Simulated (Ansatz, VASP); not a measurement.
# Se: VASP beside Ansatz

The input INCAR:

```
SYSTEM = Se
PREC = Accurate
ENCUT = 520
EDIFF = 1E-6
ISMEAR = 0
SIGMA = 0.011
LREAL = .FALSE.
LASPH = .TRUE.
NELM = 100
ALGO = Normal
ISIF = 2
LWAVE = .FALSE.
LCHARG = .FALSE.
GGA = PE
NBANDS = 16
```

KPOINTS

```
regular mesh
0
G
  7 7 6
  0 0 0
```

POSCAR

```
Se
1.0
    4.3662000000      0.0000000000      0.0000000000
   -2.1831000000      3.7812401180      0.0000000000
    0.0000000000      0.0000000000      4.9536000000
Se
3
Direct
    0.7746000000      0.7746000000      0.0000000000
    0.0000000000      0.2254000000      0.6666666667
    0.2254000000      0.0000000000      0.3333333333
```

input.yaml

```yaml
crystal:
  lattice:
    - [4.3662, 0.0, 0.0]
    - [-2.1831, 3.781240118, 0.0]
    - [0.0, 0.0, 4.9536]
  atoms:
    - { symbol: Se, position: [0.7746, 0.7746, 0.0] }
    - { symbol: Se, position: [0.0, 0.2254, 0.6666666667] }
    - { symbol: Se, position: [0.2254, 0.0, 0.3333333333] }
hamiltonian:
  xc: pbe
  pseudopotentials: { kind: paw }
kpoints:
  mp_grid: { grid: [7, 7, 6] }
scf:
  occupations: { method: gaussian, width: 0.011 }
output:
  forces: true
  stress: true
  eigenvalues: true
```

Alike in both runs: task single point; functional PBE; k mesh 7 × 7 × 6; occupations gaussian, width 0.011 eV; no spin polarisation.

```csv
,VASP,Ansatz
version,VASP 6.6.1,Ansatz 0.2.0
potentials or method,"VASP PAW PBE potentials, release 64 (Se)",Ansatz PAW
plane-wave cutoff (eV),520,420
valence electrons in the cell,18,48
```

```tsv
	VASP	Ansatz	Ansatz less VASP
gap on the k mesh at the Fermi level (eV)	1.21	1.21	0.000
least direct gap on the mesh (eV)	1.47	1.48	+0.012
pressure (GPa)	2.9	2.8	-0.13
traceless stress, the component that is largest in VASP (GPa)	1.22	1.18	-0.047
rms of the force components (eV/Å)	0.251	0.232	-0.0189
```

Atom by atom the forces differ by 0.019 eV/Å (rms over components). VASP's potentials hold 18 valence electrons a cell and Ansatz's 48, so a difference there can come from the potentials and not from the codes.

Noted on Ansatz's run: odd divisions of the mesh miss points on the zone boundary, where band edges often lie, so the gap on the mesh can be too wide.
